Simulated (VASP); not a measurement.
# Mg27HO26 (a cell with a defect) in VASP: notebook

The runs below take Mg27HO26 (a cell with a defect) through single point, relaxation of the atoms, with PBE.

Program: VASP 6.6.1. These are calculated values, not measurements. Logs are shortened: lines on timing, memory, paths and dates and some standing lists are left out, and cuts for length are marked.

### 1 The cell of the first run

The cell holds a defect, 54 atoms: a = 9.025 Å, b = 9.025 Å, c = 9.025 Å, α = 60.00°, β = 60.00°, γ = 60.00°.

### 2 Single point, PBE

Contents of INCAR:

```
PREC = Accurate
ENCUT = 520
EDIFF = 1E-6
ISMEAR = -1
SIGMA = 0.01
LREAL = Auto
LASPH = True
NELM = 120
ALGO = Normal
ISIF = 2
LWAVE = False
LCHARG = False
GGA = PE
NBANDS = 138
NELECT = 210.0
GGA_COMPAT = False
```

Contents of KPOINTS:

```
Automatic mesh
0
Gamma
  2 2 2
  0.5 0.5 0.5
```

Contents of POSCAR:

```
Mg27HO26
1.0
    0.0000000000      6.3815718454      6.3815718454
    6.3815718454      0.0000000000      6.3815718454
    6.3815718454      6.3815718454      0.0000000000
Mg O H
27 26 1
Direct
    0.0002458758      0.0000560379     -0.0005821839
    0.0002420214      0.0000923016      0.3322733455
    0.0003016862      0.0001035331      0.6664174996
    0.0002706406      0.3329995321     -0.0006714836
    0.0007115489      0.3332666026      0.3325389871
    0.0002752721      0.3331955204      0.6662596441
    0.0002809283      0.6671702497     -0.0006348340
    0.0002647573      0.6669277690      0.3324925224
   -0.0001593994      0.6669263156      0.6661435961
    0.3331039632      0.0000817009     -0.0006708794
    0.3334496301      0.0005454460      0.3325194377
    0.3333280787      0.0000799271      0.6662730182
    0.3334255231      0.3332430618     -0.0001643688
    0.3334217690      0.3332315073      0.3325469172
    0.3258872091      0.3259984335      0.6733682919
    0.3333229149      0.6670147380     -0.0006333698
    0.3258785625      0.6741137031      0.3252875199
    0.3261224041      0.6743110380      0.6736136024
    0.6673934602      0.0000898973     -0.0006156876
    0.6671977609      0.0000609462      0.3324562654
    0.6671004619     -0.0003754468      0.6661857074
    0.6672404048      0.3331208198     -0.0006300550
    0.6744194349      0.3258749206      0.3251073527
    0.6746398273      0.3260769880      0.6734583144
    0.6671105886      0.6669192439     -0.0011225629
    0.6746493333      0.6741684140      0.3253261489
    0.6671231552      0.6669110465      0.6662099791
    0.1667001173      0.1665786499      0.1658473981
    0.1667356084      0.1665866021      0.4998728319
    0.1660197680      0.1658770260      0.8335432777
    0.1666920439      0.5006089688      0.1658520927
    0.1700703219      0.5000977341      0.4993280407
    0.1701001696      0.5000828395      0.8295222170
    0.1660381326      0.8342638178      0.1651505693
    0.1700959929      0.8302484939      0.4993593136
    0.1660449323      0.8343281528      0.8335576257
    0.5008243000      0.1665451065      0.1658592328
    0.5002706660      0.1699862161      0.4993350555
    0.5002849537      0.1699531267      0.8294999047
    0.5002539536      0.5000988982      0.1692046835
    0.5002684951      0.5000891708      0.8295017307
    0.5002603278      0.8302371530      0.1692089944
    0.5002768482      0.8302292681      0.4993546175
    0.4997408617      0.8336094847      0.8328409746
    0.8345285177      0.1658749887      0.1651324998
    0.8304438758      0.1699189320      0.4993692826
    0.8345355608      0.1658778561      0.8335675641
    0.8304389409      0.5000909206      0.1691806172
    0.8304525863      0.5001005408      0.4993723566
    0.8338512615      0.4995730845      0.8328562943
    0.8344942556      0.8342729478      0.1651809388
    0.8338160867      0.8336026191      0.4988057039
    0.8338450948      0.8335985680      0.8328543949
    0.5002288679      0.5002035621      0.4993017800
```

Potentials or basis: VASP PAW PBE potentials, release 64 (Mg, O, H).

On the command line:

```bash
$ cat potpaw_PBE.64/Mg/POTCAR potpaw_PBE.64/O/POTCAR potpaw_PBE.64/H/POTCAR > POTCAR
$ mpirun -np 1 vasp_std > vasp.out
```

OUTCAR:

```text
PREC = Accurate
   ENCUT = 520
   EDIFF = 1E-6
   ISMEAR = -1
   LREAL = Auto
   LASPH = True
   NELM = 120
   ISIF = 2
   GGA = PE
   NELECT = 210.0

 ion  position               nearest neighbor table
   1  0.000  0.000  0.999-  34 2.12  45 2.12  51 2.12  47 2.12  36 2.12  30 2.12  10 3.00  19 3.00
                             2 3.00   7 3.00   4 3.00   3 3.00  22 3.01  20 3.01  16 3.01   8 3.01
   2  0.000  0.000  0.332-  45 2.12  52 2.12  28 2.12  34 2.12  46 2.15  35 2.15  23 2.94  17 2.94
                             1 3.00  10 3.00   4 3.00  20 3.01   8 3.01   9 3.01  21 3.01   5 3.01
   3  0.000  0.000  0.666-  36 2.12  29 2.12  47 2.12  53 2.12  46 2.15  35 2.15  18 2.94  24 2.94
                            19 3.00   7 3.00  12 3.00   1 3.00   6 3.01   5 3.01  11 3.01   9 3.01
   4  0.000  0.333  0.999-  45 2.12  50 2.12  30 2.12  28 2.12  33 2.15  48 2.15  15 2.94  23 2.94
                            10 3.00   1 3.00   2 3.00  22 3.00   6 3.01  13 3.01  25 3.01   9 3.01
   5  0.001  0.333  0.333-  31 2.13  29 2.13  28 2.13  46 2.13  48 2.13  49 2.13  14 3.00  13 3.00
                            11 3.00   8 3.01   6 3.01   3 3.01   7 3.01   2 3.01   4 3.01  26 3.01
   6  0.000  0.333  0.666-  50 2.12  29 2.13  30 2.13  47 2.13  32 2.15  49 2.15  15 2.94  24 2.94
                             4 3.01   3 3.01  22 3.01  12 3.01   1 3.01  14 3.01  27 3.01   9 3.01
   7  0.000  0.667  0.999-  31 2.12  51 2.12  36 2.12  53 2.12  48 2.15  33 2.15  26 2.94  18 2.94
                             1 3.00  19 3.00   3 3.00  16 3.00   8 3.01  13 3.01   5 3.01  25 3.01
   8  0.000  0.667  0.332-  31 2.12  52 2.12  51 2.13  34 2.13  49 2.15  32 2.15  26 2.94  17 2.94
                             7 3.01   2 3.01  16 3.01  20 3.01   1 3.01   5 3.01  14 3.01  27 3.01
   9  1.000  0.667  0.666-  50 2.13  52 2.13  53 2.13  35 2.13  33 2.13  32 2.13  27 3.00  21 3.00
[... 62 lines left out ...]
  53  0.834  0.834  0.833-   7 2.12   3 2.12  19 2.13   9 2.13  21 2.13  25 2.13
  54  0.500  0.500  0.499-  17 2.22  26 2.22  18 2.22  23 2.22  15 2.22  24 2.22

  LATTYP: Found a face centered cubic cell.
 ALAT       =    12.7631436908

  Lattice vectors:

 A1 = (   0.0000000000,   6.3815718454,   6.3815718454)
 A2 = (   6.3815718454,   0.0000000000,   6.3815718454)
 A3 = (   6.3815718454,   6.3815718454,   0.0000000000)

Analysis of symmetry for initial positions (statically):
=====================================================================
 Subroutine PRICEL returns:
 Original cell was already a primitive cell.

 Routine SETGRP: Setting up the symmetry group for a
 face centered cubic supercell.

 Subroutine GETGRP returns: Found  1 space group operations
 (whereof  1 operations were pure point group operations)
 out of a pool of 48 trial point group operations.

The static configuration has the point symmetry C_1 .

Analysis of symmetry for dynamics (positions and initial velocities):
=====================================================================
 Subroutine PRICEL returns:
 Original cell was already a primitive cell.

 Routine SETGRP: Setting up the symmetry group for a
 face centered cubic supercell.

 Subroutine GETGRP returns: Found  1 space group operations
 (whereof  1 operations were pure point group operations)
 out of a pool of 48 trial point group operations.

The dynamic configuration has the point symmetry C_1 .

 Subroutine INISYM returns: Found  1 space group operations
 (whereof  1 operations are pure point group operations),
 and found     1 'primitive' translations

----------------------------------------------------------------------------------------

                                     Primitive cell

  volume of cell :     519.7721

  direct lattice vectors                    reciprocal lattice vectors
     0.000000000  6.381571845  6.381571845    -0.078350603  0.078350603  0.078350603
     6.381571845  0.000000000  6.381571845     0.078350603 -0.078350603  0.078350603
     6.381571845  6.381571845  0.000000000     0.078350603  0.078350603 -0.078350603

[... 47 lines left out ...]
   TEBEG  =    0.0;   TEEND  =   0.0 temperature during run
   PSTRESS=    0.0 pullay stress
   NELECT =     210.0000    total number of electrons
   NUPDOWN=      -1.0000    fix difference up-down
   EMIN   =  10.00;   EMAX   =-10.00  energy-range for DOS
   EFERMI =   0.00;   METHOD = LEGACY
   ISMEAR =    -1;   SIGMA  =   0.01  broadening in eV -4-tet -1-fermi 0-gaus
   EFERMI_NEDOS =   21; number of points for ismear=-14 and -15
   IALGO  =     38    algorithm
   IMIX   =      4    mixing-type and parameters
     AMIX     =   0.40;   BMIX     =  1.00
     AMIX_MAG =   1.60;   BMIX_MAG =  1.00
  volume/ion in A,a.u.               =       9.63        64.96
  Fermi-wavevector in a.u.,A,eV,Ry     =   1.210255  2.287051 19.928691  1.464717
  Thomas-Fermi vector in A             =   2.345807
   LORBIT       =      0    0 simple, 1 ext, 2 COOP (PROOUT), +10 PAW based schemes
   GGA     = PE    functional components
   LHFCALC =     F    Hartree Fock is set to
   AEXX    =    0.0000 exact exchange contribution
   IVDW    =     0    specifies the selected vdW correction
   LEPSILON=     F    determine dielectric tensor
   LRPA    =     F    only Hartree local field effects (RPA)
 non-spin polarized calculation
  energy-cutoff  :      520.00
  volume of cell :      519.77
 maximum number of plane-waves:     13978
 NGX is ok and might be reduce to    70
   NGX = 33   NGY = 33   NGZ = 33

 number of electron     209.9999967 magnetization

 Free energy of the ion-electron system (eV)
  ---------------------------------------------------
  ext. energy  EPLUGINS =         0.00000000
  ---------------------------------------------------
  free energy    TOTEN  =      -320.53924905 eV

  energy without entropy =     -320.53924905  energy(sigma->0) =     -320.53924905

 E-fermi :   3.0522     XC(G=0): -10.8541

 val. band max:        2.8113151478   @ k =   0.0000   0.0000  -0.2500
 cond. band min:       7.9184431442   @ k =   0.2500   0.2500   0.2500
 fundamental gap:      5.1071279964
 Fermi energy:         3.0521653614

 k-point     1 :       0.2500    0.2500    0.2500
  band No.  band energies     occupation
      1     -14.0976      2.00000
      2     -13.6273      2.00000
      3     -13.4119      2.00000
      4     -13.4091      2.00000
      5     -13.3551      2.00000
      6     -13.2865      2.00000
[... 1909 lines left out ...]
    116      11.4520      0.00000
    117      11.5101      0.00000
 [bands above 117 left out]

------------------------ aborting loop because EDIFF is reached ----------------------------------------

  FORCE on cell =-STRESS in cart. coord.  units (eV):
  Direction    XX          YY          ZZ          XY          YZ          ZX
  --------------------------------------------------------------------------------------
  -------------------------------------------------------------------------------------
  Total       -8.9975151     -9.0023754     -9.0037152      0.0088931      0.0132137     -0.0033247
  in kB      -27.7344897    -27.7494717    -27.7536015      0.0274127      0.0407307     -0.0102482
  external PRESSURE =     -27.7458543 kB  Pullay stress =       0.0000000 kB

 VOLUME and BASIS-vectors are now :
 -----------------------------------------------------------------------------
  energy-cutoff  :      520.00
  volume of cell :      519.77
      direct lattice vectors                 reciprocal lattice vectors
     0.000000000  6.381571845  6.381571845    -0.078350603  0.078350603  0.078350603
     6.381571845  0.000000000  6.381571845     0.078350603 -0.078350603  0.078350603
     6.381571845  6.381571845  0.000000000     0.078350603  0.078350603 -0.078350603

 POSITION                                       TOTAL-FORCE (eV/Angst)
 -----------------------------------------------------------------------------------
      6.37821      6.37943      0.00193        -0.005250     -0.003419      0.003314
      2.12102      2.12197      0.00213         0.003830      0.005246      0.003611
      4.25345      4.25472      0.00259        -0.003106     -0.004200     -0.005014
      8.50235      6.37901      2.12679         0.006343      0.003882      0.004801
      4.24889      2.12666      2.13131        -0.011837     -0.004789     -0.004706
      6.37809      4.25354      2.12807        -0.000685      0.014557     -0.015970
[... 46 lines left out ...]
     10.63459     10.63616     10.64091        -0.003587     -0.005526     -0.003758
      6.37842      6.37858      6.38433        -0.001160      0.001704     -0.001316
 -----------------------------------------------------------------------------------
    total drift:                                0.002046      0.001500     -0.001517

  FREE ENERGIE OF THE ION-ELECTRON SYSTEM (eV)
  ---------------------------------------------------
  free  energy   TOTEN  =      -320.5392490458 eV

  energy  without entropy=     -320.5392490458  energy(sigma->0) =     -320.53924905
```

Run time: 56 min. Hardware: 1 thread of Intel Xeon 8259CL, shared host; peak memory 1.1 GiB.

What came out:

| Item | Value |
| --- | --- |
| Free energy | -320.5392 eV |
| Largest force | 0.038 eV/Å |

Forces in eV/Å, atoms in the order of the input:
```
Mg  -0.005 -0.003  0.003
Mg   0.004  0.005  0.004
Mg  -0.003 -0.004 -0.005
Mg   0.006  0.004  0.005
Mg  -0.012 -0.005 -0.005
Mg  -0.001  0.015 -0.016
Mg  -0.005 -0.004 -0.005
Mg   0.001 -0.017  0.018
Mg   0.013  0.006  0.003
Mg   0.003  0.014  0.011
Mg  -0.012 -0.004 -0.006
Mg   0.010  0.002 -0.009
Mg  -0.012 -0.005 -0.002
Mg  -0.008 -0.003  0.001
Mg   0.009  0.034 -0.013
Mg   0.009 -0.008  0.001
Mg   0.007 -0.015  0.034
Mg   0.013 -0.010 -0.009
Mg  -0.003 -0.011 -0.010
Mg  -0.010 -0.002  0.011
Mg   0.013  0.004  0.006
Mg  -0.008  0.008 -0.001
Mg  -0.014  0.010  0.009
Mg  -0.009  0.015 -0.034
Mg   0.013  0.005  0.004
Mg  -0.007 -0.033  0.013
Mg   0.007 -0.001  0.000
O    0.003  0.005  0.005
O    0.000 -0.001  0.009
O   -0.004 -0.003 -0.001
O   -0.002  0.011  0.001
O   -0.002  0.010  0.007
O   -0.014 -0.002  0.014
O   -0.002 -0.004 -0.005
O   -0.013  0.014 -0.002
O    0.003  0.005  0.002
O    0.010 -0.003 -0.001
O    0.008 -0.005  0.006
O    0.000 -0.016  0.013
O    0.007  0.009 -0.007
O   -0.008 -0.006  0.006
O    0.001  0.014 -0.014
O   -0.007  0.006 -0.009
O   -0.008  0.001  0.002
O   -0.003 -0.006 -0.006
O    0.015 -0.015  0.003
O    0.004  0.002  0.003
O    0.014  0.004 -0.014
O    0.002 -0.008 -0.010
O   -0.001 -0.012 -0.002
O    0.003  0.004  0.005
O    0.002  0.002 -0.011
O   -0.004 -0.006 -0.004
H   -0.001  0.002 -0.001
```

Caveat: the cell carries a net charge on a neutralising background, which shifts energy and pressure; the cell is charged against a uniform background, so pressure and absolute levels hang on convention.

(Continued in part 2 of 2.)
